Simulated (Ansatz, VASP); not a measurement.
# MgBe2SeS2 in VASP and in Ansatz

File INCAR:

```
SYSTEM = MgBe2SeS2
PREC     = Accurate       ! precision mode
ENCUT    = 600            ! plane-wave cutoff, eV
EDIFF    = 1E-7           ! SCF threshold, eV
ISMEAR   = 0              ! smearing method
SIGMA    = 0.1            ! smearing width, eV
LREAL    = .False.        ! projectors in reciprocal space
LASPH    = .True.         ! aspherical terms in the spheres
NELM     = 100            ! most SCF steps
ALGO     = Normal         ! electronic algorithm
ISIF     = 3              ! what is computed and relaxed
LWAVE    = .False.        ! write WAVECAR
LCHARG   = .False.        ! write CHGCAR
GGA      = PE             ! functional
IBRION   = 2              ! ionic algorithm
NSW      = 90             ! ionic steps
EDIFFG   = -0.04          ! ionic threshold
```

KPOINTS

```
Automatic mesh
0
Gamma
  6 6 2
  0 0 0
```

The input POSCAR:

```
MgBe2SeS2
1.0
    3.4631915274      0.0000000000      0.0000000000
    0.0000000000      3.4631915274      0.0000000000
    0.0000000000      0.0000000000     10.7466296641
Mg Be Se S
1 2 1 2
Direct
    0.0000000000      0.0000000000      0.0000000000
    0.5000000000      0.0000000000      0.4263654021
    0.0000000000      0.5000000000      0.5736345979
    0.5000000000      0.5000000000      0.0000000000
    0.5000000000      0.0000000000      0.6158042730
    0.0000000000      0.5000000000      0.3841957270
```

Input for Ansatz:

```yaml
crystal:
  lattice:
    - [3.4631915274, 0.0, 0.0]
    - [0.0, 3.4631915274, 0.0]
    - [0.0, 0.0, 10.7466296641]
  atoms:
    - { symbol: Mg, position: [0.0, 0.0, 0.0] }
    - { symbol: Be, position: [0.5, 0.0, 0.4263654021] }
    - { symbol: Be, position: [0.0, 0.5, 0.5736345979] }
    - { symbol: Se, position: [0.5, 0.5, 0.0] }
    - { symbol: S, position: [0.5, 0.0, 0.615804273] }
    - { symbol: S, position: [0.0, 0.5, 0.384195727] }
basis:
  ecutwfc: 420
kpoints:
  mp_grid: { grid: [6, 6, 2] }
hamiltonian:
  xc: pbe
scf:
  occupations: { method: gaussian, width: 0.1 }
  lower_state_search: "off"
output:
  forces: true
  stress: true
  eigenvalues: true
relax:
  adjacent_minimum: "off"
  f_tol: 0.04
  max_steps: 70
  cell: { stress_tol: 0.4 }
```

Change from the starting cell: species swapped into the Nd2FeSi2Ru type (P-4m2, No. 115).

Alike in both runs: task relaxation of cell and atoms; functional PBE; k mesh 6 × 6 × 2; occupations gaussian, width 0.1 eV; no spin polarisation.

|  | VASP | Ansatz |
| --- | --- | --- |
| version | VASP 6.6.1 | Ansatz 0.2.0 |
| potentials or method | VASP PAW PBE potentials, release 64 (Mg, Be, Se, S), cutoff 600 eV | scalar-relativistic, plane waves, PAW |
| valence electrons in the cell | 24 | 42 |

Ansatz gave:

* gap on the k mesh at the Fermi level, each at its own relaxed structure (eV): 0.68
* relaxed volume (Å³/atom): 21.49
* relaxed cell length with the largest relative difference (Å): 10.800

What did VASP give for the same quantities?

gap on the k mesh at the Fermi level, each at its own relaxed structure (eV): 0.70; relaxed volume (Å³/atom): 21.40; relaxed cell length with the largest relative difference (Å): 10.764.

VASP's potentials hold 24 valence electrons a cell and Ansatz's 42, so a difference there can come from the potentials and not from the codes.
